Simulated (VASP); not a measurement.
Input of a VASP 6.6.1 run:

Contents of INCAR:

```
SYSTEM = AlNi
PREC     = Accurate       ! precision mode
ENCUT    = 520            ! plane-wave cutoff, eV
EDIFF    = 1E-6           ! SCF threshold, eV
ISMEAR   = -1             ! smearing method
SIGMA    = 0.05           ! smearing width, eV
LREAL    = .False.        ! projectors in reciprocal space
LASPH    = .True.         ! aspherical terms in the spheres
NELM     = 150            ! most SCF steps
ALGO     = Normal         ! electronic algorithm
ISIF     = 2              ! what is computed and relaxed
LWAVE    = .False.        ! write WAVECAR
LCHARG   = .True.         ! write CHGCAR
ISPIN    = 2              ! spin polarisation
MAGMOM   = 1 0            ! initial moments
LORBIT   = 11             ! projections on sites
LMAXMIX  = 4              ! l up to which the mixer works
GGA      = PS             ! functional
LELF     = .True.         ! ELF
LVHAR    = .True.       
NBANDS   = 18             ! bands
```

KPOINTS

```
Automatic mesh
0
Gamma
  10 10 9
  0 0 0
```

Contents of POSCAR:

```
AlNi
1.0
    1.9386940000     -1.9531901500      0.0000000000
    1.9386940000      1.9531901500      0.0000000000
    0.0000000000      0.0000000000      3.0994300413
Ni Al
1 1
Direct
    0.5000000000      0.5000000000      0.5000000000
    0.0000000000      0.0000000000      0.0000000000
```

Potentials or basis: VASP PAW PBE potentials, release 64 (Ni, Al).

Run with:

```sh
$ cat potpaw_PBE.64/Ni/POTCAR potpaw_PBE.64/Al/POTCAR > POTCAR
$ mpirun -np 1 vasp_std > vasp.out
```

(1) What does it give for the pressure?

(2) Estimate the net moment.

Answers

(1) 1.0 GPa.

(2) 0.00 μB per cell.

Caveat: the PAW data sets were made with another functional, which shifts forces and pressure a little.
